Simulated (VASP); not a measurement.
C:

```
C
1.0
     2.52000    0.00000    0.00000
    -1.26000    2.18238    0.00000
     0.00000    0.00000    4.12000
C
4
Direct
  0.33333 0.66667 0.06250
  0.66667 0.33333 0.56250
  0.33333 0.66667 0.43750
  0.66667 0.33333 0.93750
```

- Program: VASP 6.6.1
- Task: relaxation of cell and atoms
- Functional: revPBE
- Potentials or basis: VASP PAW PBE potentials, release 64 (C)
- Cutoff: 600 eV
- k mesh: 8 × 8 × 4
- Occupations: fermi-dirac, width 0.05 eV
- Spin: no spin polarisation

At the start: pressure 8.2 GPa; volume 5.66 Å³/atom.

Problem. Where does the relaxation end?

Solution. Over 4 steps the energy falls by 7.4 meV/atom and the volume is 5.77 Å³/atom (+1.9 %); space group P6_3/mmc (No. 194, to 0.05 Å).

Step by step:
```tsv
step	energy change (eV)	largest force (eV/Å)	pressure (GPa)	volume (Å³)
1	0.0000	0.0410	8.23	22.66
2	0.0135	0.1348	-9.26	23.61
3	-0.0295	0.0049	-0.23	23.09
4	-0.0295	0.0037	-0.07	23.08
```

Final structure:
```
C
1.0
     2.52089    0.00000    0.00000
    -1.26045    2.18316    0.00000
     0.00000    0.00000    4.19326
C
4
Cartesian
  0.0000 1.4554 0.2630
  1.2604 0.7277 2.3596
  0.0000 1.4554 1.8336
  1.2604 0.7277 3.9303
```

Caveat: the PAW data sets were made with another functional, which shifts forces and pressure a little.
